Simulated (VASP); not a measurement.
# SiC in VASP: further runs

The runs below take SiC through single point, with PBE, r2SCAN.

Everything below comes from runs of VASP 6.6.1. Logs are shortened: lines on timing, memory, paths and dates and some standing lists are left out, and cuts for length are marked.

## 1. The cell of the first run

The typed cell holds 2 atoms: a = 3.075 Å, b = 3.075 Å, c = 3.071 Å, α = 60.05°, β = 60.05°, γ = 59.90°.

## 2. Single point, PBE (biaxial xy strain -0.3%)

Contents of INCAR:

```
SYSTEM = SiC
PREC = Accurate
ENCUT = 520
EDIFF = 1E-6
ISMEAR = -1
SIGMA = 0.02
LREAL = .FALSE.
LASPH = .TRUE.
NELM = 100
ALGO = Normal
ISIF = 2
LWAVE = .FALSE.
LCHARG = .FALSE.
GGA = PE
NBANDS = 11
```

Contents of KPOINTS:

```
Automatic mesh
0
G
  10 10 10
  0 0 0
```

Contents of POSCAR:

```
SiC
1.0
    0.0000000000      2.1713003854      2.1780523476
    2.1713003854      0.0000000000      2.1780523476
    2.1713003854      2.1713003854      0.0000000000
Si C
1 1
Direct
    0.0000000000      0.0000000000      0.0000000000
    0.2500000000      0.2500000000      0.2500000000
```

Potentials or basis: VASP PAW PBE potentials, release 64 (Si, C).

Command:

```sh
$ cat potpaw_PBE.64/Si/POTCAR potpaw_PBE.64/C/POTCAR > POTCAR
$ mpirun -np 1 vasp_std > vasp.out
```

OUTCAR:

```text
SYSTEM = SiC
   PREC = Accurate
   ENCUT = 520
   EDIFF = 1E-6
   ISMEAR = -1
   LREAL = .FALSE.
   LASPH = .TRUE.
   NELM = 100
   ISIF = 2
   GGA = PE

 ion  position               nearest neighbor table
   1  0.000  0.000  0.000-   2 1.88   2 1.88   2 1.88   2 1.88
   2  0.250  0.250  0.250-   1 1.88   1 1.88   1 1.88   1 1.88

  LATTYP: Found a body centered tetragonal cell.
 ALAT       =     3.0706824530
 C/A-ratio  =     1.4186112572

  Lattice vectors:

 A1 = (  -2.1713003854,   0.0000000000,   2.1780523476)
 A2 = (   2.1713003854,   0.0000000000,   2.1780523476)
 A3 = (   0.0000000000,   2.1713003854,  -2.1780523476)

Analysis of symmetry for initial positions (statically):
=====================================================================
 Subroutine PRICEL returns:
 Original cell was already a primitive cell.

 Routine SETGRP: Setting up the symmetry group for a
 body centered tetragonal supercell.

 Subroutine GETGRP returns: Found  8 space group operations
 (whereof  8 operations were pure point group operations)
 out of a pool of 16 trial point group operations.

The static configuration has the point symmetry D_2d.

Analysis of symmetry for dynamics (positions and initial velocities):
=====================================================================
 Subroutine PRICEL returns:
 Original cell was already a primitive cell.

 Routine SETGRP: Setting up the symmetry group for a
 body centered tetragonal supercell.

 Subroutine GETGRP returns: Found  8 space group operations
 (whereof  8 operations were pure point group operations)
 out of a pool of 16 trial point group operations.

The dynamic configuration has the point symmetry D_2d.

 Subroutine INISYM returns: Found  8 space group operations
 (whereof  8 operations are pure point group operations),
 and found     1 'primitive' translations

----------------------------------------------------------------------------------------

                                     Primitive cell

  volume of cell :      20.5371

  direct lattice vectors                    reciprocal lattice vectors
     0.000000000  2.171300385  2.178052348    -0.230276752  0.230276752  0.229562894
     2.171300385  0.000000000  2.178052348     0.230276752 -0.230276752  0.229562894
     2.171300385  2.171300385  0.000000000     0.230276752  0.230276752 -0.229562894

  length of vectors
     3.075460517  3.075460517  3.070682453     0.398439314  0.398439314  0.398439314

[... 80 lines left out ...]
   EDIFF  = 0.1E-05   stopping-criterion for ELM
   LREAL  =      F    real-space projection
[... 7 lines left out ...]
   TEBEG  =    0.0;   TEEND  =   0.0 temperature during run
   PSTRESS=    0.0 pullay stress
   NELECT =       8.0000    total number of electrons
   NUPDOWN=      -1.0000    fix difference up-down
   EMIN   =  10.00;   EMAX   =-10.00  energy-range for DOS
   EFERMI =   0.00;   METHOD = LEGACY
   ISMEAR =    -1;   SIGMA  =   0.02  broadening in eV -4-tet -1-fermi 0-gaus
   EFERMI_NEDOS =   21; number of points for ismear=-14 and -15
   IALGO  =     38    algorithm
   IMIX   =      4    mixing-type and parameters
     AMIX     =   0.40;   BMIX     =  1.00
     AMIX_MAG =   1.60;   BMIX_MAG =  1.00
  volume/ion in A,a.u.               =      10.27        69.30
  Fermi-wavevector in a.u.,A,eV,Ry     =   1.195617  2.259389 19.449532  1.429500
  Thomas-Fermi vector in A             =   2.331578
   LORBIT       =      0    0 simple, 1 ext, 2 COOP (PROOUT), +10 PAW based schemes
   GGA     = PE    functional components
   LHFCALC =     F    Hartree Fock is set to
   AEXX    =    0.0000 exact exchange contribution
   IVDW    =     0    specifies the selected vdW correction
   LEPSILON=     F    determine dielectric tensor
   LRPA    =     F    only Hartree local field effects (RPA)
 non-spin polarized calculation
  energy-cutoff  :      520.00
  volume of cell :       20.54
 maximum number of plane-waves:       568
   NGX = 11   NGY = 11   NGZ = 11

 number of electron       8.0000001 magnetization

 Free energy of the ion-electron system (eV)
  ---------------------------------------------------
  ext. energy  EPLUGINS =         0.00000000
  ---------------------------------------------------
  free energy    TOTEN  =       -15.05363292 eV

  energy without entropy =      -15.05363292  energy(sigma->0) =      -15.05363292

 E-fermi :   8.6589     XC(G=0): -11.3892

 val. band max:        8.1986289700   @ k =   0.0000   0.0000   0.0000
 cond. band min:       9.5319466060   @ k =   0.5000   0.0000   0.5000
 fundamental gap:      1.3333176361
 Fermi energy:         8.6588976367

 k-point     1 :       0.0000    0.0000    0.0000
  band No.  band energies     occupation
      1      -7.2709      2.00000
      2       8.1774      2.00000
      3       8.1986      2.00000
      4       8.1986      2.00000
      5      14.5135      0.00000
      6      15.5486      0.00000
      7      15.5486      0.00000
      8      15.5568      0.00000
      9      22.6941      0.00000
     10      22.7897      0.00000
     11      24.7890      0.00000
[... 309 lines left out ...]
 k-point    24 :       0.4000    0.3000    0.0000
  band No.  band energies     occupation
      1      -4.1207      2.00000
      2       2.5868      2.00000
      3       5.0344      2.00000
      4       5.5756      2.00000
      5      11.0794      0.00000
      6      13.8791      0.00000
      7      19.8881      0.00000
      8      20.2066      0.00000
      9      22.0279      0.00000
     10      26.3562      0.00000
     11      29.5563      0.00000

 [... further k-points ...]

------------------------ aborting loop because EDIFF is reached ----------------------------------------

  FORCE on cell =-STRESS in cart. coord.  units (eV):
  Direction    XX          YY          ZZ          XY          YZ          ZX
  --------------------------------------------------------------------------------------
  -------------------------------------------------------------------------------------
  Total        0.6660123      0.6660123      0.5628371      0.0000000     -0.0000000      0.0000000
  in kB       51.9582741     51.9582741     43.9091615      0.0000000     -0.0000000      0.0000000
  external PRESSURE =      49.2752366 kB  Pullay stress =       0.0000000 kB

 VOLUME and BASIS-vectors are now :
 -----------------------------------------------------------------------------
  energy-cutoff  :      520.00
  volume of cell :       20.54
      direct lattice vectors                 reciprocal lattice vectors
     0.000000000  2.171300385  2.178052348    -0.230276752  0.230276752  0.229562894
     2.171300385  0.000000000  2.178052348     0.230276752 -0.230276752  0.229562894
     2.171300385  2.171300385  0.000000000     0.230276752  0.230276752 -0.229562894

 POSITION                                       TOTAL-FORCE (eV/Angst)
 -----------------------------------------------------------------------------------
      0.00000      0.00000      0.00000         0.000000      0.000000     -0.000000
      1.08565      1.08565      1.08903        -0.000000     -0.000000      0.000000
 -----------------------------------------------------------------------------------
    total drift:                                0.000000      0.000000      0.000000

  FREE ENERGIE OF THE ION-ELECTRON SYSTEM (eV)
  ---------------------------------------------------
  free  energy   TOTEN  =       -15.0536329246 eV

  energy  without entropy=      -15.0536329246  energy(sigma->0) =      -15.05363292
```

OSZICAR:

```text
N       E                     dE             d eps       ncg     rms          rms(c)
DAV:   1     0.444919608475E+01    0.44492E+01   -0.40048E+03  2292   0.613E+02
DAV:   2    -0.162567002956E+02   -0.20706E+02   -0.19686E+02  2820   0.112E+02
DAV:   3    -0.169270120385E+02   -0.67031E+00   -0.66866E+00  2763   0.166E+01
DAV:   4    -0.169296713022E+02   -0.26593E-02   -0.26591E-02  2595   0.134E+00
DAV:   5    -0.169296827275E+02   -0.11425E-04   -0.11425E-04  2778   0.823E-02    0.889E+00
DAV:   6    -0.151130315080E+02    0.18167E+01   -0.65031E+00  2520   0.114E+01    0.395E+00
DAV:   7    -0.150612132665E+02    0.51818E-01   -0.39554E-01  2697   0.359E+00    0.180E+00
DAV:   8    -0.150534217076E+02    0.77916E-02   -0.20520E-02  2574   0.952E-01    0.172E-01
DAV:   9    -0.150535210007E+02   -0.99293E-04   -0.16437E-03  2793   0.231E-01    0.113E-01
DAV:  10    -0.150536303334E+02   -0.10933E-03   -0.23660E-04  2571   0.936E-02    0.265E-02
DAV:  11    -0.150536325245E+02   -0.21911E-05   -0.41843E-05  2685   0.337E-02    0.698E-03
DAV:  12    -0.150536329246E+02   -0.40009E-06   -0.19390E-06  2245   0.835E-03
   1 F= -.15053633E+02 E0= -.15053633E+02  d E =-.250521E-12
```

stdout:

```text
POSCAR found type information on POSCAR SiC
 POSCAR found :  2 types and       2 ions
 scaLAPACK will be used
 LDA part: xc-table for (Slater+PW92), standard interpolation
 POSCAR, INCAR and KPOINTS ok, starting setup
 FFT: planning ... GRIDC
 FFT: planning ... GRID_SOFT
 FFT: planning ... GRID
 WAVECAR not read
 entering main loop
```

Wall time 8.9 s (1 thread of Intel Xeon 6975P-C, shared host); peak memory 0.15 GiB.

What came out:

```
Free energy            : -15.0536 eV
Pressure               : 4.9 GPa
Band gap on the k mesh : 1.33 eV, indirect (least direct gap 4.55 eV)
```

Stress tensor (GPa, compression positive):
```
5.20 0.00 0.00
0.00 5.20 0.00
0.00 0.00 4.39
```

Levels at points of the mesh, in eV from the valence-band top:
```tsv
k point	band 1	band 2	band 3	band 4	band 5	band 6	band 7	band 8
(0.00, 0.00, 0.00)	-15.47	-0.02	0.00	0.00	6.31	7.35	7.35	7.36
(0.50, 0.00, 0.00)	-11.88	-8.58	-1.08	-1.04	5.49	7.23	7.27	10.09
(0.50, 0.50, 0.00)	-10.43	-7.85	-3.18	-3.18	1.36	4.38	14.12	14.12
(0.50, 0.00, 0.50)	-10.41	-7.81	-3.22	-3.22	1.33	4.32	14.06	14.16
```

Caveat: the cell differs from its parent crystal (biaxial xy strain -0.3%).

## 3. Single point, PBE (uniaxial x strain +3.4%)

Contents of INCAR:

```
ALGO = Normal ; EDIFF = 1E-7
ENCUT = 520 ; GGA = PE
ISIF = 2 ; ISMEAR = -1
LASPH = T ; LCHARG = F
LREAL = F ; LWAVE = F
NBANDS = 11 ; NELM = 100
PREC = Accurate ; SIGMA = 0.02
```

Contents of KPOINTS:

```
k-points
0
Gamma
  10 10 10
```

Contents of POSCAR:

```
SiC
1.0
    0.0000000000      2.1780523476      2.1780523476
    2.2510171013      0.0000000000      2.1780523476
    2.2510171013      2.1780523476      0.0000000000
Si C
1 1
Direct
    0.0000000000      0.0000000000      0.0000000000
    0.2500000000      0.2500000000      0.2500000000
```

Potentials or basis: VASP PAW PBE potentials, release 64 (Si, C).

Command:

```sh
$ cat potpaw_PBE.64/Si/POTCAR potpaw_PBE.64/C/POTCAR > POTCAR
$ mpirun -np 1 vasp_std > vasp.out
```

Run time: 9.8 s. Hardware: 1 thread of Intel Xeon 6975P-C, shared host; peak memory 0.15 GiB.

The run converged. Its results:

| Quantity | Value |
| --- | --- |
| Free energy | -15.0441 eV |
| Pressure | -3.6 GPa |
| Band gap on the k mesh | 1.21 eV, indirect (least direct gap 4.48 eV) |

Stress tensor (GPa, compression positive):
```
-9.55  0.00  0.00
 0.00 -0.55  0.00
 0.00  0.00 -0.55
```

Levels at points of the mesh, in eV from the valence-band top:
```tsv
k point	band 2	band 3	band 4	band 5	band 6	band 7
(0.00, 0.00, 0.00)	-0.23	0.00	0.00	5.77	6.99	6.99
(0.50, 0.00, 0.00)	-8.44	-1.32	-0.92	4.97	6.89	7.26
(0.50, 0.50, 0.00)	-7.64	-3.34	-3.28	1.21	3.95	13.04
(0.00, 0.50, 0.50)	-8.04	-2.97	-2.97	1.51	4.51	13.67
```

Caveat: the cell differs from its parent crystal (uniaxial x strain +3.4%). A k mesh can miss the band edges.

## 4. Single point, PBE (epitaxial 111 strain -1.1%)

Contents of INCAR:

```
  ALGO = Normal
  EDIFF = 1E-7
  ENCUT = 520
  GGA = PE
  ISIF = 2
  ISMEAR = -1
  LASPH = True
  LCHARG = False
  LREAL = False
  LWAVE = False
  NBANDS = 11
  NELM = 100
  PREC = Accurate
  SIGMA = 0.02
```

KPOINTS is that of step 3.

Contents of POSCAR:

```
SiC
1.0
    0.0196330134      2.1730733695      2.1730733695
    2.1730733695      0.0196330134      2.1730733695
    2.1730733695      2.1730733695      0.0196330134
Si C
1 1
Direct
    0.0004287372      0.0004287372      0.0004287372
    0.2495712628      0.2495712628      0.2495712628
```

Command:

```sh
$ cat potpaw_PBE.64/Si/POTCAR potpaw_PBE.64/C/POTCAR > POTCAR
$ mpirun -np 1 vasp_std > vasp.out
```

Wall time 11 s (1 thread of Intel Xeon 6975P-C, shared host); peak memory 0.15 GiB.

Results (log left out):

- Free energy: -15.0376 eV
- Pressure: 8.3 GPa
- Largest force: 0.015 eV/Å
- Band gap on the k mesh: 1.29 eV, indirect (least direct gap 4.48 eV)

Forces on the atoms (eV/Å):
```
Si   0.008  0.008  0.008
C   -0.008 -0.008 -0.008
```

Stress tensor (GPa, compression positive):
```
 8.35 -2.36 -2.36
-2.36  8.35 -2.36
-2.36 -2.36  8.35
```

Levels at points of the mesh, in eV from the valence-band top:
```csv
k point,band 2,band 3,band 4,band 5,band 6,band 7
"(0.00, 0.00, 0.00)",-0.14,0.00,0.00,6.37,7.29,7.51
"(0.50, 0.00, 0.00)",-8.69,-1.16,-1.10,5.52,7.16,7.30
"(0.50, 0.50, 0.00)",-7.91,-3.35,-3.19,1.29,4.36,14.22
"(0.50, 0.50, 0.50)",-8.75,-1.01,-1.01,5.78,7.40,7.40
```

Caveat: the cell differs from its parent crystal (epitaxial 111 strain -1.1%). A k mesh can miss the band edges.

## 5. Single point, r2SCAN (biaxial xy strain -0.3%)

Contents of POSCAR:

```
SiC
1.0
    0.0000000000      2.1713003854      2.1780523476
    2.1713003854      0.0000000000      2.1780523476
    2.1713003854      2.1713003854      0.0000000000
Si C
1 1
Direct
    0.0000000000      0.0000000000      0.0000000000
    0.2500000000      0.2500000000      0.2500000000
```

Contents of INCAR.step1:

```
PREC = Accurate ; ENCUT = 520
ISMEAR = 0 ; SIGMA = 0.01
LREAL = F ; LASPH = T
NELM = 100 ; NBANDS = 11
GGA = PE ; ALGO = Normal
EDIFF = 1E-4 ; LWAVE = T
LCHARG = F
```

Contents of INCAR.step2:

```
PREC = Accurate ; ENCUT = 520
EDIFF = 1E-6 ; ISMEAR = 0
SIGMA = 0.01 ; LREAL = F
LASPH = T ; NELM = 100
ALGO = Normal ; ISIF = 2
LWAVE = F ; LCHARG = F
METAGGA = R2SCAN ; LMIXTAU = T
NBANDS = 11 ; ISTART = 1
```

Contents of KPOINTS:

```
Automatic mesh
0
Gamma
  10 10 10
```

Command:

```sh
$ cat potpaw_PBE.64/Si/POTCAR potpaw_PBE.64/C/POTCAR > POTCAR
$ cp INCAR.step1 INCAR
$ mpirun -np 1 vasp_std > vasp.out
$ cp INCAR.step2 INCAR
$ mpirun -np 1 vasp_std > vasp.out
```

It took 36 s on 1 thread of Intel Xeon 6975P-C, shared host; peak memory 0.15 GiB.

Results (log left out):

| Property | Result |
| --- | --- |
| Free energy | -19.3264 eV |
| Pressure | 1.3 GPa |
| Band gap on the k mesh | 1.70 eV, indirect (least direct gap 5.06 eV) |

Stress tensor (GPa, compression positive):
```
1.58 0.00 0.00
0.00 1.58 0.00
0.00 0.00 0.70
```

Levels at points of the mesh, in eV from the valence-band top:
| k point | band 1 | band 2 | band 3 | band 4 | band 5 | band 6 | band 7 | band 8 |
| --- | --- | --- | --- | --- | --- | --- | --- | --- |
| (0.00, 0.00, 0.00) | -16.25 | -0.02 | 0.00 | 0.00 | 6.92 | 7.89 | 7.89 | 7.90 |
| (0.50, 0.00, 0.00) | -12.59 | -8.87 | -1.14 | -1.10 | 6.06 | 7.75 | 7.80 | 10.99 |
| (0.50, 0.50, 0.00) | -11.14 | -8.11 | -3.33 | -3.33 | 1.73 | 4.88 | 15.23 | 15.23 |
| (0.50, 0.00, 0.50) | -11.11 | -8.07 | -3.37 | -3.36 | 1.70 | 4.83 | 15.16 | 15.26 |

Caveat: the cell differs from its parent crystal (biaxial xy strain -0.3%); the PAW data sets were made with another functional, which shifts forces and pressure a little. A k mesh can miss the band edges.

## 6. Single point, r2SCAN (uniaxial x strain +3.4%)

Contents of POSCAR:

```
SiC
1.0
    0.0000000000      2.1780523476      2.1780523476
    2.2510171013      0.0000000000      2.1780523476
    2.2510171013      2.1780523476      0.0000000000
Si C
1 1
Direct
    0.0000000000      0.0000000000      0.0000000000
    0.2500000000      0.2500000000      0.2500000000
```

Contents of INCAR.step1:

```
SYSTEM = SiC
  ALGO = Normal
  EDIFF = 1E-4
  ENCUT = 520
  GGA = PE
  ISMEAR = 0
  LASPH = .True.
  LCHARG = .False.
  LREAL = .False.
  LWAVE = .True.
  NBANDS = 11
  NELM = 80
  PREC = Accurate
  SIGMA = 0.01
```

Contents of INCAR.step2:

```
SYSTEM = SiC
  ALGO = Normal
  EDIFF = 1E-6
  ENCUT = 520
  ISIF = 2
  ISMEAR = 0
  ISTART = 1
  LASPH = .True.
  LCHARG = .False.
  LMIXTAU = .True.
  LREAL = .False.
  LWAVE = .False.
  METAGGA = R2SCAN
  NBANDS = 11
  NELM = 80
  PREC = Accurate
  SIGMA = 0.01
```

Contents of KPOINTS:

```
k-points
0
Gamma
  10 10 10
  0 0 0
```

Potentials or basis: VASP PAW PBE potentials, release 64 (Si, C).

Command:

```sh
$ cat potpaw_PBE.64/Si/POTCAR potpaw_PBE.64/C/POTCAR > POTCAR
$ cp INCAR.step1 INCAR
$ mpirun -np 1 vasp_std > vasp.out
$ cp INCAR.step2 INCAR
$ mpirun -np 1 vasp_std > vasp.out
```

Wall time 37 s (1 thread of Intel Xeon 6975P-C, shared host); peak memory 0.15 GiB.

Results (log left out):

```
Free energy            : -19.2970 eV
Pressure               : -7.2 GPa
Band gap on the k mesh : 1.57 eV, indirect (least direct gap 4.98 eV)
```

Stress tensor (GPa, compression positive):
```
-13.71   0.00   0.00
  0.00  -3.94   0.00
  0.00   0.00  -3.94
```

Levels at points of the mesh, in eV from the valence-band top:
```tsv
k point	band 1	band 2	band 3	band 4	band 5	band 6	band 7	band 8	band 9
(0.00, 0.00, 0.00)	-16.01	-0.24	0.00	0.00	6.34	7.50	7.50	7.60	14.38
(0.50, 0.00, 0.00)	-12.50	-8.73	-1.39	-0.97	5.49	7.40	7.78	10.69	16.82
(0.50, 0.50, 0.00)	-10.99	-7.90	-3.50	-3.44	1.57	4.42	14.07	15.12	15.59
(0.00, 0.50, 0.50)	-11.24	-8.31	-3.11	-3.11	1.87	5.01	14.74	14.74	15.10
```

Caveat: the cell differs from its parent crystal (uniaxial x strain +3.4%); the PAW data sets were made with another functional, which shifts forces and pressure a little.

## 7. Summary

| level | cell | smearing | gap on the mesh (eV) | pressure (GPa) |
| --- | --- | --- | --- | --- |
| PBE | a = 3.075, b = 3.075, c = 3.071 Å, angles 60.1, 60.1, 59.9°, 2 atoms | fermi-dirac 0.02 eV | 1.33 | 4.9 |
| PBE | a = 3.080, b = 3.132, c = 3.132 Å, angles 58.9, 60.5, 60.5°, 2 atoms | fermi-dirac 0.02 eV | 1.21 | -3.6 |
| PBE | a = 3.073 Å, angles 59.4°, 2 atoms | fermi-dirac 0.02 eV | 1.29 | 8.3 |
| r2SCAN | a = 3.075, b = 3.075, c = 3.071 Å, angles 60.1, 60.1, 59.9°, 2 atoms | gaussian 0.01 eV | 1.70 | 1.3 |
| r2SCAN | a = 3.080, b = 3.132, c = 3.132 Å, angles 58.9, 60.5, 60.5°, 2 atoms | gaussian 0.01 eV | 1.57 | -7.2 |

Alike in all rows: task single point; potentials or basis VASP PAW PBE potentials, release 64 (Si, C); no spin polarisation; k mesh 10 × 10 × 10; cutoff (eV) 520.

Caveats: the PAW data sets were made with another functional, which shifts forces and pressure a little (some runs).

Total energies depend on the potentials used, so only differences within one code and one set of settings carry meaning.
